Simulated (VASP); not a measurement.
Input of a VASP 6.6.1 run:

File POSCAR:

```
Ir
1.0
    0.0000000000      1.8897103398      1.8897103398
    1.8897103398      0.0000000000      1.8897103398
    1.8897103398      1.8897103398      0.0000000000
Ir
1
Direct
    0.0000000000      0.0000000000      0.0000000000
```

Contents of INCAR.step1:

```
PREC = Accurate
ENCUT = 460
EDIFF = 1E-5
ISMEAR = -1
SIGMA = 0.05
LREAL = False
LASPH = True
NELM = 120
ALGO = Normal
ISIF = 2
LWAVE = True
LCHARG = False
GGA = PE
NBANDS = 14
GGA_COMPAT = False
```

INCAR.step2

```
PREC = Accurate
ENCUT = 460
EDIFF = 1E-6
ISMEAR = -1
SIGMA = 0.05
LREAL = False
LASPH = True
NELM = 120
ALGO = Normal
ISIF = 2
LWAVE = False
LCHARG = False
METAGGA = R2SCAN
LHFCALC = True
AEXX = 0.1
LMIXTAU = True
PRECFOCK = Normal
ISTART = 1
NBANDS = 14
GGA_COMPAT = False
```

File KPOINTS:

```
Automatic mesh
0
Gamma
  6 6 6
```

Potentials or basis: VASP PAW PBE potentials, release 64 (Ir_sv_GW).

Run with:

```bash
$ cat potpaw_PBE.64/Ir_sv_GW/POTCAR > POTCAR
$ cp INCAR.step1 INCAR
$ mpirun -np 1 vasp_std > vasp.out
$ cp INCAR.step2 INCAR
$ mpirun -np 1 vasp_std > vasp.out
```

(1) Predict the pressure.

(2) What does it give for the band gap on the k mesh?

## Answers

(1) 15.2 GPa.

(2) zero (an odd number of electrons rules out a gap without spin polarisation).

Caveat: the k points lie up to 0.48 Å⁻¹ apart, too coarse for converged energies and pressures of a metal; the PAW data sets were made with another functional, which shifts forces and pressure a little; spin-orbit coupling is left out, which moves the levels of the heavy elements.
